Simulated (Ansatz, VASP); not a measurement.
**Two plane-wave programs on TiPdC6N6**

```
Ti Pd C N
1.0
     0.00000    5.13800    5.13800
     5.13800    0.00000    5.13800
     5.13800    5.13800    0.00000
Ti Pd C N
1 1 6 6
Direct
  0.00000 0.00000 0.00000
  0.50000 0.50000 0.50000
  0.81141 0.18859 0.18859
  0.18859 0.81141 0.18859
  0.18859 0.18859 0.81141
  0.18859 0.81141 0.81141
  0.81141 0.18859 0.81141
  0.81141 0.81141 0.18859
  0.69755 0.30245 0.30245
  0.30245 0.69755 0.30245
  0.30245 0.30245 0.69755
  0.30245 0.69755 0.69755
  0.69755 0.30245 0.69755
  0.69755 0.69755 0.30245
```

Alike in both runs: task single point; functional PBE; k mesh 4 × 4 × 4; occupations gaussian, width 0.1 eV; collinear spin.

```csv
,VASP,Ansatz
version,VASP 6.6.1,Ansatz 0.2.0
potentials or method,"VASP PAW PBE potentials, release 64 (Ti_sv, Pd, C, N), cutoff 520 eV","scalar-relativistic, plane waves, PAW"
valence electrons in the cell,76,84
```

Ansatz gave:

| Property | Result |
| --- | --- |
| gap on the k mesh at the Fermi level (eV) | none |
| pressure (GPa) | 11.4 |
| rms of the force components (eV/Å) | 1.436 |
| net moment per atom (μB) | 0.14 |
| size of the moment on the site where the two differ most (μB) | 0.67 |

Which values does VASP return?

gap on the k mesh at the Fermi level (eV): none; pressure (GPa): 10.9; rms of the force components (eV/Å): 1.243; net moment per atom (μB): 0.07; size of the moment on the site where the two differ most (μB): 0.05.

Site moments also hang on the region over which each program counts them. Atom by atom the forces differ by 0.341 eV/Å (rms over components). A gap of «none» marks a metal or a gap that the smearing closes. VASP's potentials hold 76 valence electrons a cell and Ansatz's 84, so a difference there can come from the potentials and not from the codes.

Noted on VASP's run: the standard files for N, O and F lose accuracy on very short bonds.
